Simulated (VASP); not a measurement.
# Na2TeP2 (I4/mmm) in VASP: a series of runs

Na2TeP2 is run at these levels: PBE; tasks: single point, relaxation of cell and atoms.

Everything below comes from runs of VASP 6.6.1. Logs are shortened: lines on timing, memory, paths and dates and some standing lists are left out, and cuts for length are marked.

## (1) The cell of the first run

It takes space group I4/mmm (No. 139, tetragonal). The conventional cell has a = 3.465 Å, b = 3.465 Å, c = 18.441 Å, α = 90.00°, β = 90.00°, γ = 90.00°. Within 4.0 Å of Na (site symmetry 4mm) lie 4 P at 3.03 Å and 4 Te at 3.25 Å and 4 Na at 3.46 Å. Te (site symmetry 4/mmm) has 8 Na at 3.25 Å and 4 Te at 3.46 Å within 4.3 Å. P (site symmetry -4m2) has 4 P at 2.45 Å and 4 Na at 3.03 Å within 3.2 Å.

## (2) Single point, PBE

The input, INCAR:

```
SYSTEM = Na2TeP2
PREC     = Accurate       ! precision mode
ENCUT    = 520            ! plane-wave cutoff, eV
EDIFF    = 1E-6           ! SCF threshold, eV
ISMEAR   = 0              ! smearing method
SIGMA    = 0.1            ! smearing width, eV
LREAL    = .FALSE.        ! projectors in reciprocal space
LASPH    = .TRUE.         ! aspherical terms in the spheres
NELM     = 80             ! most SCF steps
ALGO     = Normal         ! electronic algorithm
ISIF     = 2              ! what is computed and relaxed
LWAVE    = .FALSE.        ! write WAVECAR
LCHARG   = .FALSE.        ! write CHGCAR
GGA      = PE             ! functional
NBANDS   = 23             ! bands
```

The input, KPOINTS:

```
regular mesh
0
G
  6 6 6
  0 0 0
```

The input, POSCAR:

```
Na2TeP2
1.0
   -1.7322695723      1.7322695723      9.2203767787
    1.7322695723     -1.7322695723      9.2203767787
    1.7322695723      1.7322695723     -9.2203767787
Na Te P
2 1 2
Direct
    0.3845360702      0.3845360702      0.0000000000
    0.6154639298      0.6154639298      0.0000000000
    0.0000000000      0.0000000000      0.0000000000
    0.7500000000      0.2500000000      0.5000000000
    0.2500000000      0.7500000000      0.5000000000
```

Potentials or basis: VASP PAW PBE potentials, release 64 (Na_pv, Te, P).

Command:

```
$ cat potpaw_PBE.64/Na_pv/POTCAR potpaw_PBE.64/Te/POTCAR potpaw_PBE.64/P/POTCAR > POTCAR
$ mpirun -np 1 vasp_std > vasp.out
```

OUTCAR:

```text
SYSTEM = Na2TeP2
   PREC = Accurate
   ENCUT = 520
   EDIFF = 1E-6
   ISMEAR = 0
   LREAL = .FALSE.
   LASPH = .TRUE.
   NELM = 80
   ISIF = 2
   GGA = PE

 ion  position               nearest neighbor table
   1  0.385  0.385  0.000-
   2  0.615  0.615  0.000-
   3  0.000  0.000  0.000-
   4  0.750  0.250  0.500-   5 2.45   5 2.45   5 2.45   5 2.45
   5  0.250  0.750  0.500-   4 2.45   4 2.45   4 2.45   4 2.45

  LATTYP: Found a body centered tetragonal cell.
 ALAT       =     3.4645391446
 C/A-ratio  =     5.3227147357

  Lattice vectors:

 A1 = (  -1.7322695723,   1.7322695723,   9.2203767787)
 A2 = (   1.7322695723,  -1.7322695723,   9.2203767787)
 A3 = (   1.7322695723,   1.7322695723,  -9.2203767787)

Analysis of symmetry for initial positions (statically):
=====================================================================
 Subroutine PRICEL returns:
 Original cell was already a primitive cell.

 Routine SETGRP: Setting up the symmetry group for a
 body centered tetragonal supercell.

 Subroutine GETGRP returns: Found 16 space group operations
 (whereof 16 operations were pure point group operations)
 out of a pool of 16 trial point group operations.

The static configuration has the point symmetry D_4h.

Analysis of symmetry for dynamics (positions and initial velocities):
=====================================================================
 Subroutine PRICEL returns:
 Original cell was already a primitive cell.

 Routine SETGRP: Setting up the symmetry group for a
 body centered tetragonal supercell.

 Subroutine GETGRP returns: Found 16 space group operations
 (whereof 16 operations were pure point group operations)
 out of a pool of 16 trial point group operations.

The dynamic configuration has the point symmetry D_4h.

 Subroutine INISYM returns: Found 16 space group operations
 (whereof 16 operations are pure point group operations),
 and found     1 'primitive' translations

----------------------------------------------------------------------------------------

                                     Primitive cell

  volume of cell :     110.6725

  direct lattice vectors                    reciprocal lattice vectors
    -1.732269572  1.732269572  9.220376779     0.000000000  0.288638678  0.054227719
     1.732269572 -1.732269572  9.220376779     0.288638678  0.000000000  0.054227719
     1.732269572  1.732269572 -9.220376779     0.288638678  0.288638678  0.000000000

  length of vectors
     9.540275870  9.540275870  9.540275870     0.293688495  0.293688495  0.408196734

  position of ions in fractional coordinates (direct lattice)
     0.384536070  0.384536070  0.000000000
     0.615463930  0.615463930  0.000000000
     0.000000000  0.000000000  0.000000000
     0.750000000  0.250000000  0.500000000
     0.250000000  0.750000000  0.500000000

  ion indices of the primitive-cell ions
   primitive index   ion index
                 1           1
                 2           2
                 3           3
                 4           4
                 5           5

----------------------------------------------------------------------------------------

 KPOINTS: regular mesh

Automatic generation of k-mesh.
 Grid dimensions read from file:
 generate k-points for:    6    6    6

 Generating k-lattice:

  Cartesian coordinates                     Fractional coordinates (reciprocal lattice)
     0.000000000  0.048106446  0.009037953     0.166666667  0.000000000 -0.000000000
     0.048106446  0.000000000  0.009037953     0.000000000  0.166666667 -0.000000000
     0.048106446  0.048106446  0.000000000     0.000000000  0.000000000  0.166666667

  Length of vectors
     0.048948083  0.048948083  0.068032789

  Shift w.r.t. Gamma in fractional coordinates (k-lattice)
     0.000000000  0.000000000  0.000000000

 Subroutine IBZKPT returns following result:
 ===========================================

 Found     30 irreducible k-points:

 Following reciprocal coordinates:
            Coordinates               Weight
  0.000000  0.000000  0.000000      1.000000
  0.166667  0.000000 -0.000000      8.000000
  0.333333  0.000000  0.000000      8.000000
  0.500000  0.000000  0.000000      4.000000
  0.166667  0.166667 -0.000000      8.000000
  0.333333  0.166667 -0.000000     16.000000
[... 16 lines left out ...]
 -0.333333 -0.333333  0.166667      8.000000
 -0.166667 -0.333333  0.166667      8.000000
 [... further k-points ...]
   k-points           NKPTS =     30   k-points in BZ     NKDIM =     30   number of bands    NBANDS=     23
   number of dos      NEDOS =    301   number of ions     NIONS =      5
   total plane-waves  NPLWV = 373248
   dimension x,y,z NGX =    72 NGY =   72 NGZ =   72
   dimension x,y,z NGXF=   144 NGYF=  144 NGZF=  144
   ions per type =               2   1   2
   NGX,Y,Z   is equivalent  to a cutoff of  12.55, 12.55, 12.55 a.u.
   NGXF,Y,Z  is equivalent  to a cutoff of  25.09, 25.09, 25.09 a.u.
 SYSTEM =  Na2TeP2
   PREC   = accura    normal or accurate (medium, high low for compatibility)
   ISTART =      0    job   : 0-new  1-cont  2-samecut
   ICHARG =      2    charge: 1-file 2-atom 10-const
   ISPIN  =      1    spin polarized calculation?
   LNONCOLLINEAR =      F non collinear calculations
   LSORBIT =      F    spin-orbit coupling
   LASPH  =      T    aspherical Exc in radial PAW
   ENCUT  =  520.0 eV  38.22 Ry    6.18 a.u.  17.74 17.74 17.74*2*pi/ulx,y,z
   NELM   =     80;   NELMIN=  2; NELMDL= -5     # of ELM steps
   EDIFF  = 0.1E-05   stopping-criterion for ELM
   LREAL  =      F    real-space projection
   EDIFFG = 0.1E-04   stopping-criterion for IOM
   NSW    =      0    number of steps for IOM
   IBRION =     -1    ionic relax: 0-MD 1-quasi-New 2-CG
   NFREE  =      0    steps in history (QN), initial steepest desc. (CG)
   ISIF   =      2    stress and relaxation
   ISYM   =      2    0-nonsym 1-usesym 2-fastsym
   POTIM  = 0.5000    time-step for ionic-motion
   TEBEG  =    0.0;   TEEND  =   0.0 temperature during run
   PSTRESS=    0.0 pullay stress
   NELECT =      30.0000    total number of electrons
   NUPDOWN=      -1.0000    fix difference up-down
   EMIN   =  10.00;   EMAX   =-10.00  energy-range for DOS
   EFERMI =   0.00;   METHOD = LEGACY
   ISMEAR =     0;   SIGMA  =   0.10  broadening in eV -4-tet -1-fermi 0-gaus
   EFERMI_NEDOS =   21; number of points for ismear=-14 and -15
   IALGO  =     38    algorithm
   IMIX   =      4    mixing-type and parameters
     AMIX     =   0.40;   BMIX     =  1.00
     AMIX_MAG =   1.60;   BMIX_MAG =  1.00
  volume/ion in A,a.u.               =      22.13       149.37
  Fermi-wavevector in a.u.,A,eV,Ry     =   1.059503  2.002170 15.273164  1.122546
  Thomas-Fermi vector in A             =   2.194850
   LORBIT       =      0    0 simple, 1 ext, 2 COOP (PROOUT), +10 PAW based schemes
   GGA     = PE    functional components
   LHFCALC =     F    Hartree Fock is set to
   AEXX    =    0.0000 exact exchange contribution
   IVDW    =     0    specifies the selected vdW correction
   LEPSILON=     F    determine dielectric tensor
   LRPA    =     F    only Hartree local field effects (RPA)
 non-spin polarized calculation
 Gauss-broadening in eV      SIGMA  =   0.10
  energy-cutoff  :      520.00
  volume of cell :      110.67
 maximum number of plane-waves:      3018
   NGX = 35   NGY = 35   NGZ = 35

 number of electron      30.0000001 magnetization

 Free energy of the ion-electron system (eV)
  ---------------------------------------------------
  ext. energy  EPLUGINS =         0.00000000
  ---------------------------------------------------
  free energy    TOTEN  =       -18.00148502 eV

  energy without entropy =      -17.98272147  energy(sigma->0) =      -17.99210325

 E-fermi :   4.4059     XC(G=0):  -9.0675

 val. band max:        4.3911846723   @ k =   0.3333   0.1667  -0.0000
 cond. band min:       4.4188830784   @ k =  -0.3333   0.1667  -0.0000
 fundamental gap:      0.0276984061
 Fermi energy:         4.4058526525

 k-point     1 :       0.0000    0.0000    0.0000
  band No.  band energies     occupation
      1     -19.4720      2.00000
      2     -19.4720      2.00000
      3     -19.4717      2.00000
      4     -19.4717      2.00000
      5     -19.4691      2.00000
      6     -19.4625      2.00000
[... 15 lines left out ...]
     22      11.4239      0.00000
     23      11.4239      0.00000

 k-point     2 :       0.1667    0.0000   -0.0000
  band No.  band energies     occupation
      1     -19.4830      2.00000
      2     -19.4825      2.00000
      3     -19.4710      2.00000
      4     -19.4708      2.00000
      5     -19.4670      2.00000
      6     -19.4611      2.00000
[... 15 lines left out ...]
     22      10.6003      0.00000
     23      11.5023      0.00000

 k-point     3 :       0.3333    0.0000    0.0000
  band No.  band energies     occupation
      1     -19.5048      2.00000
      2     -19.5039      2.00000
      3     -19.4692      2.00000
      4     -19.4690      2.00000
      5     -19.4627      2.00000
      6     -19.4585      2.00000
[... 15 lines left out ...]
     22      11.4558      0.00000
     23      12.2138      0.00000

 k-point     4 :       0.5000    0.0000    0.0000
  band No.  band energies     occupation
      1     -19.5157      2.00000
      2     -19.5146      2.00000
      3     -19.4682      2.00000
      4     -19.4681      2.00000
      5     -19.4606      2.00000
      6     -19.4572      2.00000
[... 15 lines left out ...]
     22      11.9722      0.00000
     23      12.3353      0.00000

 k-point     5 :       0.1667    0.1667   -0.0000
  band No.  band energies     occupation
      1     -19.4825      2.00000
      2     -19.4819      2.00000
      3     -19.4813      2.00000
      4     -19.4809      2.00000
      5     -19.4648      2.00000
      6     -19.4600      2.00000
[... 434 lines left out ...]
 k-point    22 :      -0.1667    0.5000    0.1667
  band No.  band energies     occupation
      1     -19.5048      2.00000
      2     -19.5040      2.00000
      3     -19.4692      2.00000
      4     -19.4690      2.00000
      5     -19.4622      2.00000
      6     -19.4590      2.00000
[... 15 lines left out ...]
     22      11.3907      0.00000
     23      11.5437      0.00000

 k-point    23 :      -0.3333   -0.3333    0.1667
  band No.  band energies     occupation
      1     -19.4824      2.00000
      2     -19.4819      2.00000
      3     -19.4814      2.00000
      4     -19.4809      2.00000
      5     -19.4641      2.00000
      6     -19.4607      2.00000
[... 15 lines left out ...]
     22      11.4275      0.00000
     23      11.9211      0.00000

 k-point    24 :      -0.1667   -0.3333    0.1667
  band No.  band energies     occupation
      1     -19.4830      2.00000
      2     -19.4825      2.00000
      3     -19.4711      2.00000
      4     -19.4708      2.00000
      5     -19.4663      2.00000
      6     -19.4618      2.00000
[... 15 lines left out ...]
     22      10.5989      0.00000
     23      11.2972      0.00000

 [... further k-points ...]
[... 5 lines left out ...]
  --------------------------------------------------------------------------------------
  -------------------------------------------------------------------------------------
  Total       -0.1144773     -0.1144773      0.1721837      0.0000000     -0.0000000      0.0000000
  in kB       -1.6572592     -1.6572592      2.4926596      0.0000000     -0.0000000      0.0000000
  external PRESSURE =      -0.2739529 kB  Pullay stress =       0.0000000 kB

 VOLUME and BASIS-vectors are now :
 -----------------------------------------------------------------------------
  energy-cutoff  :      520.00
  volume of cell :      110.67
      direct lattice vectors                 reciprocal lattice vectors
    -1.732269572  1.732269572  9.220376779     0.000000000  0.288638678  0.054227719
     1.732269572 -1.732269572  9.220376779     0.288638678  0.000000000  0.054227719
     1.732269572  1.732269572 -9.220376779     0.288638678  0.288638678  0.000000000

 POSITION                                       TOTAL-FORCE (eV/Angst)
 -----------------------------------------------------------------------------------
      0.00000      0.00000      7.09113         0.000000      0.000000     -0.009056
      0.00000      0.00000     11.34962        -0.000000     -0.000000      0.009056
      0.00000      0.00000      0.00000        -0.000000     -0.000000      0.000000
      0.00000      1.73227      4.61019        -0.000000     -0.000000      0.000000
      1.73227      0.00000      4.61019        -0.000000     -0.000000     -0.000000
 -----------------------------------------------------------------------------------
    total drift:                               -0.000000     -0.000000      0.000000

  FREE ENERGIE OF THE ION-ELECTRON SYSTEM (eV)
  ---------------------------------------------------
  free  energy   TOTEN  =       -18.0014850242 eV

  energy  without entropy=      -17.9827214715  energy(sigma->0) =      -17.99210325
```

Run time: 5 min. Hardware: 1 thread of Intel Xeon Platinum 8375C at 2.90GHz (Ice Lake), shared host; peak memory 0.71 GiB.

What came out:

| Property | Result |
| --- | --- |
| Free energy | -18.0015 eV |
| Pressure | 0.0 GPa |
| Largest force | 0.009 eV/Å |
| Band gap on the k mesh | zero (band 15 reaches 5.67 eV, above the bottom of band 16 at 3.55 eV) |

Forces in eV/Å, atoms in the order of the input:
```
Na   0.000  0.000 -0.009
Na   0.000  0.000  0.009
Te   0.000  0.000  0.000
P    0.000  0.000  0.000
P    0.000  0.000  0.000
```

Stress tensor (GPa, compression positive):
```
-0.17  0.00  0.00
 0.00 -0.17  0.00
 0.00  0.00  0.25
```

Caveat: the k points lie up to 0.43 Å⁻¹ apart; spin-orbit coupling is left out, which moves the levels of the heavy elements.

[end of part 1 of 2]
